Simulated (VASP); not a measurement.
# MoS2 (C2/m) in VASP: further runs

MoS2 is run at these levels: PBEsol+D3(BJ); tasks: single point.

Program: VASP 6.6.1. These are calculated values, not measurements. Logs are shortened: lines on timing, memory, paths and dates and some standing lists are left out, and cuts for length are marked.

## Step 1: The cell of the first run

Symmetry: C2/m, No. 12, monoclinic system. Conventional cell: a = 5.334 Å, b = 3.080 Å, c = 6.064 Å, α = 90.00°, β = 107.05°, γ = 90.00°. Within 3.1 Å of Mo (site symmetry 2/m) lie 6 S at 2.30 to 2.45 Å and 6 Mo at 3.08 Å. Within 3.3 Å of S (site symmetry m) lie 3 Mo at 2.30 to 2.45 Å and 9 S at 2.99 to 3.22 Å.

## Step 2: Single point, PBEsol+D3(BJ) (atoms displaced along a vibrational mode)

The input, INCAR:

```
SYSTEM = MoS2
PREC = Accurate ; ENCUT = 520
EDIFF = 1E-6 ; ISMEAR = 0
SIGMA = 0.15 ; LREAL = .FALSE.
LASPH = .TRUE. ; NELM = 60
ALGO = Normal ; ISIF = 2
LWAVE = .FALSE. ; LCHARG = .FALSE.
GGA = PS ; IVDW = 12
NBANDS = 20
```

The input, KPOINTS:

```
regular mesh
0
G
  15 15 15
  0 0 0
```

The input, POSCAR:

```
MoS2
1.0
    1.5399048573      0.8890644839      5.7970502989
   -1.5399048573      0.8890644839      5.7970502989
    0.0000000000     -1.7781289678      5.7970502989
Mo S
1 2
Direct
    0.0000000000      0.0000000000      0.0000000000
    0.7837854171      0.7837854171      0.7101124708
    0.2162145829      0.2162145829      0.2898875292
```

Potentials or basis: VASP PAW PBE potentials, release 64 (Mo_sv, S).

Run with:

```bash
> cat potpaw_PBE.64/Mo_sv/POTCAR potpaw_PBE.64/S/POTCAR > POTCAR
> mpirun -np 1 vasp_std > vasp.out
```

OUTCAR:

```text
SYSTEM = MoS2
   PREC = Accurate
   ENCUT = 520
   EDIFF = 1E-6
   ISMEAR = 0
   LREAL = .FALSE.
   LASPH = .TRUE.
   NELM = 60
   ISIF = 2
   GGA = PS
   IVDW = 12
 IVDW          = 12

 ion  position               nearest neighbor table
   1  0.000  0.000  0.000-   2 2.30   3 2.30   2 2.45   2 2.45   3 2.45   3 2.45
   2  0.784  0.784  0.710-   1 2.30   1 2.45   1 2.45
   3  0.216  0.216  0.290-   1 2.30   1 2.45   1 2.45

  LATTYP: Found a trigonal (rhomboedric) cell.
 ALAT       =     6.0636238995
 COS(alpha) =     0.8710108261

  Lattice vectors:

 A1 = (   1.5399048573,   0.8890644839,   5.7970502989)
 A2 = (  -1.5399048573,   0.8890644839,   5.7970502989)
 A3 = (   0.0000000000,  -1.7781289678,   5.7970502989)

Analysis of symmetry for initial positions (statically):
=====================================================================
 Subroutine PRICEL returns:
 Original cell was already a primitive cell.

 Routine SETGRP: Setting up the symmetry group for a
 trigonal (rhombohedral) supercell.

 Subroutine GETGRP returns: Found  4 space group operations
 (whereof  4 operations were pure point group operations)
 out of a pool of 12 trial point group operations.

The static configuration has the point symmetry C_2h.

Analysis of symmetry for dynamics (positions and initial velocities):
=====================================================================
 Subroutine PRICEL returns:
 Original cell was already a primitive cell.

 Routine SETGRP: Setting up the symmetry group for a
 trigonal (rhombohedral) supercell.

 Subroutine GETGRP returns: Found  4 space group operations
 (whereof  4 operations were pure point group operations)
 out of a pool of 12 trial point group operations.

The dynamic configuration has the point symmetry C_2h.

 Subroutine INISYM returns: Found  4 space group operations
 (whereof  4 operations are pure point group operations),
 and found     1 'primitive' translations

----------------------------------------------------------------------------------------

                                     Primitive cell

  volume of cell :      47.6196

  direct lattice vectors                    reciprocal lattice vectors
     1.539904857  0.889064484  5.797050299     0.324695385  0.187462968  0.057500507
    -1.539904857  0.889064484  5.797050299    -0.324695385  0.187462968  0.057500507
[... 85 lines left out ...]
   ENCUT  =  520.0 eV  38.22 Ry    6.18 a.u.  11.27 11.27 11.27*2*pi/ulx,y,z
   NELM   =     60;   NELMIN=  2; NELMDL= -5     # of ELM steps
   EDIFF  = 0.1E-05   stopping-criterion for ELM
   LREAL  =      F    real-space projection
   EDIFFG = 0.1E-04   stopping-criterion for IOM
   NSW    =      0    number of steps for IOM
   IBRION =     -1    ionic relax: 0-MD 1-quasi-New 2-CG
   NFREE  =      0    steps in history (QN), initial steepest desc. (CG)
   ISIF   =      2    stress and relaxation
   ISYM   =      2    0-nonsym 1-usesym 2-fastsym
   POTIM  = 0.5000    time-step for ionic-motion
   TEBEG  =    0.0;   TEEND  =   0.0 temperature during run
   PSTRESS=    0.0 pullay stress
   NELECT =      26.0000    total number of electrons
   NUPDOWN=      -1.0000    fix difference up-down
   EMIN   =  10.00;   EMAX   =-10.00  energy-range for DOS
   EFERMI =   0.00;   METHOD = LEGACY
   ISMEAR =     0;   SIGMA  =   0.15  broadening in eV -4-tet -1-fermi 0-gaus
   EFERMI_NEDOS =   21; number of points for ismear=-14 and -15
   IALGO  =     38    algorithm
   IMIX   =      4    mixing-type and parameters
     AMIX     =   0.40;   BMIX     =  1.00
     AMIX_MAG =   1.60;   BMIX_MAG =  1.00
  volume/ion in A,a.u.               =      15.87       107.12
  Fermi-wavevector in a.u.,A,eV,Ry     =   1.338045  2.528539 24.359395  1.790365
  Thomas-Fermi vector in A             =   2.466546
   LORBIT       =      0    0 simple, 1 ext, 2 COOP (PROOUT), +10 PAW based schemes
   GGA     = PS    functional components
   LHFCALC =     F    Hartree Fock is set to
   AEXX    =    0.0000 exact exchange contribution
   IVDW    =    12    specifies the selected vdW correction
   LEPSILON=     F    determine dielectric tensor
   LRPA    =     F    only Hartree local field effects (RPA)
 non-spin polarized calculation
 Gauss-broadening in eV      SIGMA  =   0.15
  energy-cutoff  :      520.00
  volume of cell :       47.62
 maximum number of plane-waves:      1298
 NGX is ok and might be reduce to    48
   NGX = 23   NGY = 23   NGZ = 23

 number of electron      26.0000000 magnetization

 Free energy of the ion-electron system (eV)
  ---------------------------------------------------
  ext. energy  EPLUGINS =         0.00000000
  ---------------------------------------------------
  free energy    TOTEN  =       -22.44141783 eV

  energy without entropy =      -22.43351921  energy(sigma->0) =      -22.43746852

 E-fermi :   9.1483     XC(G=0): -11.7509

 val. band max:        9.1472284470   @ k =  -0.4667   0.4000   0.2000
 cond. band min:       9.1511455819   @ k =   0.4000   0.4000   0.4000
 fundamental gap:      0.0039171349
 Fermi energy:         9.1482609419

 k-point     1 :       0.0000    0.0000    0.0000
  band No.  band energies     occupation
      1     -52.3470      2.00000
      2     -26.5511      2.00000
      3     -26.3253      2.00000
      4     -26.2339      2.00000
      5      -6.4501      2.00000
      6      -4.3849      2.00000
[... 541 lines left out ...]
     19      17.3915      0.00000
     20      19.2012      0.00000

 [... further k-points ...]

------------------------ aborting loop because EDIFF is reached ----------------------------------------

 Edisp (eV)   -1.24452

 E8    (eV) :    -0.7822

  FORCE on cell =-STRESS in cart. coord.  units (eV):
  Direction    XX          YY          ZZ          XY          YZ          ZX
  --------------------------------------------------------------------------------------
  -------------------------------------------------------------------------------------
  Total      -1.16984     1.63891     0.70818     0.00000    -3.63106     0.00000
  in kB     -39.35960    55.14173    23.82689     0.00000  -122.16831     0.00000
  external pressure =       13.20 kB  Pullay stress =        0.00 kB

 VOLUME and BASIS-vectors are now :
 -----------------------------------------------------------------------------
  energy-cutoff  :      520.00
  volume of cell :       47.62
      direct lattice vectors                 reciprocal lattice vectors
     1.539904857  0.889064484  5.797050299     0.324695385  0.187462968  0.057500507
    -1.539904857  0.889064484  5.797050299    -0.324695385  0.187462968  0.057500507
     0.000000000 -1.778128968  5.797050299     0.000000000 -0.374925935  0.057500507

 POSITION                                       TOTAL-FORCE (eV/Angst)
 -----------------------------------------------------------------------------------
      0.00000      0.00000      0.00000         0.000000     -0.000000     -0.000000
      0.00000      0.13100     13.20384         0.000000     -1.260673      0.203555
      0.00000     -0.13100      4.18731         0.000000      1.260673     -0.203555
 -----------------------------------------------------------------------------------
    total drift:                                0.000000     -0.000000     -0.000000

  FREE ENERGIE OF THE ION-ELECTRON SYSTEM (eV)
  ---------------------------------------------------
  free  energy   TOTEN  =       -23.6859413763 eV

  energy  without entropy=      -23.6780427577  energy(sigma->0) =      -23.68199207
```

OSZICAR:

```text
N       E                     dE             d eps       ncg     rms          rms(c)
DAV:   1     0.177668298961E+03    0.17767E+03   -0.13612E+04 36200   0.124E+03
DAV:   2    -0.167319131313E+02   -0.19440E+03   -0.18921E+03 43644   0.319E+02
DAV:   3    -0.237441327284E+02   -0.70122E+01   -0.69300E+01 44880   0.560E+01
DAV:   4    -0.238187157386E+02   -0.74583E-01   -0.74513E-01 43316   0.610E+00
DAV:   5    -0.238196939422E+02   -0.97820E-03   -0.97812E-03 45388   0.689E-01    0.266E+01
DAV:   6    -0.229565783357E+02    0.86312E+00   -0.12690E+01 38984   0.195E+01    0.994E+00
DAV:   7    -0.226477745403E+02    0.30880E+00   -0.67810E+00 37444   0.131E+01    0.697E+00
DAV:   8    -0.224420495735E+02    0.20572E+00   -0.11429E+00 38796   0.562E+00    0.200E+00
DAV:   9    -0.224428735640E+02   -0.82399E-03   -0.31044E-02 43244   0.111E+00    0.712E-01
DAV:  10    -0.224414402018E+02    0.14334E-02   -0.95646E-03 40332   0.627E-01    0.143E-01
DAV:  11    -0.224414366115E+02    0.35903E-05   -0.50351E-04 41600   0.145E-01    0.507E-02
DAV:  12    -0.224414156349E+02    0.20977E-04   -0.64861E-05 40572   0.455E-02    0.151E-02
DAV:  13    -0.224414179331E+02   -0.22982E-05   -0.92392E-06 42976   0.164E-02    0.631E-03
DAV:  14    -0.224414178326E+02    0.10047E-06   -0.54447E-07 23368   0.484E-03
   1 F= -.23685941E+02 E0= -.23681992E+02  d E =-.789862E-02
```

Run time: 24 min. Hardware: 1 thread of AMD EPYC 9R45 (Zen 5), shared host; peak memory 0.91 GiB.

What came out:

```yaml
Free_energy: -23.6859 eV
Pressure: 1.3 GPa
Largest_force: 1.277 eV/Å
Band_gap_on_the_k_mesh: zero (bands 13 and 14 overlap by 0.46 eV)
Dispersion_energy_per_atom: -0.415 eV
```

Forces in eV/Å, atoms in the order of the input:
```
Mo   0.000  0.000  0.000
S    0.000 -1.261  0.204
S    0.000  1.261 -0.204
```

Caveat: the cell differs from its parent crystal (atoms displaced along a vibrational mode); the stress differs along the axes, from -4 to 6 GPa; the PAW data sets were made with another functional, which shifts forces and pressure a little.

## Step 3: Single point, PBEsol+D3(BJ) (atoms displaced along a vibrational mode)

The input, INCAR:

```
ALGO = Normal
EDIFF = 1E-6
ENCUT = 520
GGA = PS
ISIF = 2
ISMEAR = 0
IVDW = 12
LASPH = True
LCHARG = False
LREAL = False
LWAVE = False
NBANDS = 20
NELM = 100
PREC = Accurate
SIGMA = 0.15
```

The input, KPOINTS:

```
k-points
0
Gamma
  15 15 15
```

The input, POSCAR:

```
MoS2
1.0
    1.5399048573      0.8890644839      5.7970502989
   -1.5399048573      0.8890644839      5.7970502989
    0.0000000000     -1.7781289678      5.7970502989
Mo S
1 2
Direct
    0.0000000000      0.0000000000      0.0000000000
    0.7346701195      0.7346701195      0.8083430658
    0.2653298805      0.2653298805      0.1916569342
```

Potentials or basis: VASP PAW PBE potentials, release 64 (Mo_sv, S).

Run with:

```bash
> cat potpaw_PBE.64/Mo_sv/POTCAR potpaw_PBE.64/S/POTCAR > POTCAR
> mpirun -np 1 vasp_std > vasp.out
```

It took 25 min on 1 thread of AMD EPYC 9R45 (Zen 5), shared host; peak memory 0.9 GiB.

The run converged. Its results:

| Item | Value |
| --- | --- |
| Free energy | -23.7058 eV |
| Pressure | 1.1 GPa |
| Largest force | 1.046 eV/Å |
| Band gap on the k mesh | zero (bands 13 and 14 overlap by 0.53 eV) |
| Dispersion energy per atom | -0.415 eV |

Forces in eV/Å, atoms in the order of the input:
```
Mo   0.000  0.000  0.000
S    0.000  1.032  0.166
S    0.000 -1.032 -0.166
```

Stress tensor (GPa, compression positive):
```
 5.14  0.00  0.00
 0.00 -3.73 10.12
 0.00 10.12  1.91
```

Levels at points of the mesh, in eV from the Fermi level:
```csv
k point,band 10,band 11,band 12,band 13,band 14,band 15,band 16,band 17
"(0.00, 0.00, 0.00)",-1.84,-1.13,-0.99,-0.47,0.22,0.32,2.95,3.50
```

Caveat: the cell differs from its parent crystal (atoms displaced along a vibrational mode); the stress differs along the axes, from -4 to 5 GPa; the PAW data sets were made with another functional, which shifts forces and pressure a little.
